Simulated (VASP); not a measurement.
A run of VASP 6.6.1 is set up as follows.

Contents of INCAR:

```
SYSTEM = B
ALGO = Normal
EDIFF = 1E-6
EDIFFG = -0.025
ENCUT = 600
GGA = PE
IBRION = 2
ISIF = 3
ISMEAR = 0
LASPH = .True.
LCHARG = .False.
LREAL = .False.
LWAVE = .False.
NELM = 100
NSW = 80
PREC = Accurate
SIGMA = 0.2
```

The input KPOINTS:

```
k-points
0
Gamma
  12 6 4
  0 0 0
```

File POSCAR:

```
B
1.0
    0.0299366417      0.0524861787     -1.9437177345
   -0.1020381593     -3.9987597467      0.1117444615
   -8.0248479547     -0.2040763187      0.1274718029
B
8
Direct
    0.0454035717      0.7991386115      0.7622274690
   -0.0186489690      0.7470189032      0.2749169671
    0.0649525747      0.1823404355      0.7376549010
   -0.0287489074      0.2149221876      0.2495372249
    0.4789121829      0.5407036629      0.6029362466
    0.4716246569      0.5150157423      0.0989633313
    0.5506947000      0.4854829638      0.8919552257
    0.4358101902      0.5153774931      0.3818086343
```

Potentials or basis: VASP PAW PBE potentials, release 64 (B).

Run with:

```sh
$ cat potpaw_PBE.64/B/POTCAR > POTCAR
$ mpirun -np 1 vasp_std > vasp.out
```

Problem. Predict the band gap on the k mesh.

Solution. Zero (bands 12 and 13 overlap by 0.45 eV).

Problem. What does it give for the space group after relaxing (to 0.1 Å)?

Solution. P4_2/mmc (No. 131).

The path:
```tsv
step	energy change (eV)	largest force (eV/Å)	pressure (GPa)	volume (Å³)
1	0.0000	7.9269	4.51	62.27
2	-0.5422	4.3622	-1.60	64.14
3	-1.6549	1.5339	-6.15	63.18
4	-1.6562	1.4914	-6.11	63.16
5	-1.9735	0.8722	1.19	60.86
6	-1.9820	0.9189	2.89	60.41
7	-2.0583	0.4629	0.61	61.04
8	-2.0607	0.5638	0.18	61.17
9	-2.0888	0.3631	-1.09	61.54
10	-2.0889	0.3285	-1.03	61.52
11	-2.0990	0.1896	0.08	61.20
12	-2.0996	0.2470	0.41	61.10
13	-2.1048	0.1389	0.41	61.10
14	-2.1050	0.1737	0.41	61.10
15	-2.1090	0.0804	-0.21	61.29
16	-2.1097	0.1177	-0.59	61.40
17	-2.1119	0.0548	-0.01	61.23
18	-2.1120	0.0587	0.04	61.22
19	-2.1126	0.0497	0.18	61.18
20	-2.1126	0.0443	0.17	61.18
21	-2.1129	0.0277	-0.07	61.25
22	-2.1129	0.0268	-0.06	61.25
23	-2.1130	0.0197	-0.06	61.25
```
